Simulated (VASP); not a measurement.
Write the native input for VASP 6.6.1 that does the following.

```yaml
Task: single point
Functional: r2SCAN
Potentials_or_basis: VASP PAW PBE potentials, release 64 (Co, Sn_d)
Cutoff: 520 eV
k_mesh: 6 × 6 × 8
Occupations: gaussian, width 0.05 eV
Spin: collinear spin
Starting_moments: "[0.05, 0.05, 0.05, 0.0, 0.0, 0.0] μB"
Dipole_correction: no
Further_INCAR_settings: ALGO = Normal; EDIFF = 1e-06; NBANDS = 48
```

The system is CoSn.

```xyz
6
Lattice="5.2437 0.0000 0.0000 -2.6219 4.5412 0.0000 0.0000 0.0000 4.1829" Properties=species:S:1:pos:R:3 pbc="T T T"
Co   -1.3109    2.2706    0.0000
Co    1.3109    2.2706    0.0000
Co    2.6219    0.0000    0.0000
Sn    2.6219    1.5137    2.0915
Sn    0.0000    3.0275    2.0915
Sn    0.0000    0.0000    0.0000
```

These files were run (other wordings do the same):

POSCAR

```
CoSn
1.0
    5.2437482922      0.0000000000      0.0000000000
   -2.6218741461      4.5412192321      0.0000000000
    0.0000000000      0.0000000000      4.1829415985
Co Sn
3 3
Direct
    0.0000000000      0.5000000000      0.0000000000
    0.5000000000      0.5000000000      0.0000000000
    0.5000000000      0.0000000000      0.0000000000
    0.6666666667      0.3333333333      0.5000000000
    0.3333333333      0.6666666667      0.5000000000
    0.0000000000      0.0000000000      0.0000000000
```

INCAR.step1

```
ALGO = Normal
EDIFF = 1E-4
ENCUT = 520
GGA = PE
ISMEAR = 0
ISPIN = 2
LASPH = True
LCHARG = False
LMAXMIX = 4
LREAL = False
LWAVE = True
MAGMOM = 0.05 0.05 0.05 0 0 0
NBANDS = 48
NELM = 150
PREC = Accurate
SIGMA = 0.05
```

INCAR.step2

```
ALGO = Normal
EDIFF = 1E-6
ENCUT = 520
ISIF = 2
ISMEAR = 0
ISPIN = 2
ISTART = 1
LASPH = True
LCHARG = False
LMAXMIX = 4
LMIXTAU = True
LORBIT = 11
LREAL = False
LWAVE = False
MAGMOM = 0.05 0.05 0.05 0 0 0
METAGGA = R2SCAN
NBANDS = 48
NELM = 150
PREC = Accurate
SIGMA = 0.05
```

KPOINTS

```
k-points
0
Gamma
  6 6 8
```

Potentials or basis: VASP PAW PBE potentials, release 64 (Co, Sn_d).

The run is started by

```console
$ cat potpaw_PBE.64/Co/POTCAR potpaw_PBE.64/Sn_d/POTCAR > POTCAR
$ cp INCAR.step1 INCAR
$ mpirun -np 1 vasp_std > vasp.out
$ cp INCAR.step2 INCAR
$ mpirun -np 1 vasp_std > vasp.out
```

Results of the run:

| Item | Value |
| --- | --- |
| Pressure | 0.3 GPa |
| Net moment | 0.00 μB per cell |
| Valence electrons inside the program's atomic spheres | Co 8.41; Sn 12.51, 12.34 (each value once) |

Caveat: the PAW data sets were made with another functional, which shifts forces and pressure a little.

Wall time 20 min on 1 thread of Oxide Virtual Turin-like Processor, with other jobs on the host, peak memory 0.39 GiB.
